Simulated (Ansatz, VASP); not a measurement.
SiC3: VASP beside Ansatz

INCAR

```
PREC = Accurate ; ENCUT = 600
EDIFF = 1E-7 ; ISMEAR = 0
SIGMA = 0.1 ; LREAL = False
LASPH = True ; NELM = 80
ALGO = Normal ; ISIF = 3
LWAVE = False ; LCHARG = False
GGA = PE ; IBRION = 2
NSW = 100 ; EDIFFG = -0.01
```

Contents of KPOINTS:

```
regular mesh
0
Gamma
  18 18 6
```

Contents of POSCAR:

```
SiC3
1.0
    2.8370899409      0.0000000000      0.0000000000
   -1.4185449705      2.4569919617      0.0000000000
    0.0000000000      0.0000000000      8.3179110162
Si C
1 3
Direct
    0.6666666667      0.3333333333      0.5000000000
    0.3333333333      0.6666666667      0.0000000000
    0.3333333333      0.6666666667      0.5000000000
    0.6666666667      0.3333333333      0.0000000000
```

Input for Ansatz:

```yaml
crystal:
  lattice:
    - [2.8370899409, 0.0, 0.0]
    - [-1.4185449705, 2.4569919617, 0.0]
    - [0.0, 0.0, 8.3179110162]
  atoms:
    - { symbol: Si, position: [0.6666666667, 0.3333333333, 0.5] }
    - { symbol: C, position: [0.3333333333, 0.6666666667, 0.0] }
    - { symbol: C, position: [0.3333333333, 0.6666666667, 0.5] }
    - { symbol: C, position: [0.6666666667, 0.3333333333, 0.0] }
basis:
  ecutwfc: 420
kpoints:
  mp_grid: { grid: [18, 18, 6] }
hamiltonian:
  xc: pbe
scf:
  occupations: { method: gaussian, width: 0.1 }
output:
  forces: true
  stress: true
  eigenvalues: true
  write_density: true
  write_potential: true
  elf: true
  volumetric_format: npy
relax:
  adjacent_minimum: "off"
  f_tol: 0.01
  max_steps: 80
  cell: { stress_tol: 0.05 }
```

Alike in both runs: task relaxation of cell and atoms; functional PBE; k mesh 18 × 18 × 6; occupations gaussian, width 0.1 eV; no spin polarisation.

|  | VASP | Ansatz |
| --- | --- | --- |
| version | VASP 6.6.1 | Ansatz 0.2.0 |
| potentials or method | VASP PAW PBE potentials, release 64 (Si, C), cutoff 600 eV | scalar-relativistic, plane waves, PAW |
| valence electrons in the cell | 16 | 16 |

```csv
,VASP,Ansatz,Ansatz less VASP
relaxed volume (Å³/atom),15.63,15.96,+0.331
relaxed cell length with the largest relative difference (Å),8.971,9.155,+0.1845
```
